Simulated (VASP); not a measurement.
TiB4Mo, 6 atoms in the cell. The structure is hexagonal, space group P6/mmm (No. 191). Conventional cell: a = 3.053 Å, b = 3.053 Å, c = 6.451 Å, α = 90.00°, β = 90.00°, γ = 120.00°. Ti (site symmetry 6/mmm) has 12 B at 2.36 Å and 6 Ti at 3.05 Å within 3.1 Å. B (site symmetry 3m) has 3 B at 1.76 Å within 2.3 Å. Within 3.2 Å of Mo (site symmetry 6/mmm) lie 12 B at 2.42 Å and 6 Mo at 3.05 Å. 

- Program: VASP 6.6.1
- Task: single point
- Functional: PBEsol
- Potentials or basis: VASP PAW PBE potentials, release 64 (Ti_sv, B, Mo_sv)
- Cutoff: 520 eV
- k mesh: 8 × 8 × 4
- Occupations: fermi-dirac, width 0.1 eV
- Spin: no spin polarisation
- Dipole correction: no
- Further INCAR settings: ALGO = Normal; EDIFF = 1e-07; NBANDS = 28

Potentials or basis: VASP PAW PBE potentials, release 64 (Ti_sv, B, Mo_sv).

Launch:

```console
$ cat potpaw_PBE.64/Ti_sv/POTCAR potpaw_PBE.64/B/POTCAR potpaw_PBE.64/Mo_sv/POTCAR > POTCAR
$ mpirun -np 1 vasp_std > vasp.out
```

Hardware: 1 thread of Intel Xeon 6975P-C, on a shared host.

Estimate the wall time of this run.

It took 42 s on 1 thread of Intel Xeon 6975P-C, on a shared host, peak memory 0.2 GiB. Counts: scf iterations 16, k points 30.
